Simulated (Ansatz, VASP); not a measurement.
## One calculation of GaSb, two programs

```
Ga Sb
1.0
     0.00000    3.13200    2.90283
     3.13200    0.00000    2.90283
     3.13200    3.13200    0.00000
Ga Sb
1 1
Direct
  0.00000 0.00000 0.00000
  0.75000 0.75000 0.75000
```

Change from the starting cell: strain +0.025 along x and y, -0.050 along z, atoms carried along.

Alike in both runs: task single point; functional PBEsol; k mesh 18 × 18 × 18; occupations gaussian, width 0.15 eV; no spin polarisation.

|  | VASP | Ansatz |
| --- | --- | --- |
| version | VASP 6.6.1 | Ansatz 0.2.0 |
| potentials or method | VASP PAW PBE potentials, release 64 (Ga_d, Sb), cutoff 520 eV | scalar-relativistic, plane waves, PAW |
| valence electrons in the cell | 18 | 28 |

|  | VASP | Ansatz | Ansatz less VASP |
| --- | --- | --- | --- |
| gap on the k mesh at the Fermi level (eV) | 0.18 | 0.18 | -0.001 |
| least direct gap on the mesh (eV) | 0.27 | 0.28 | +0.012 |
| pressure (GPa) | 0.1 | 0.0 | -0.10 |
| traceless stress, the component that is largest in VASP (GPa) | 1.90 | 1.90 | +0.004 |

VASP's potentials were made for PBE, not for PBEsol. VASP's potentials hold 18 valence electrons a cell and Ansatz's 28, so a difference there can come from the potentials and not from the codes.

Neither program's run includes spin-orbit coupling.
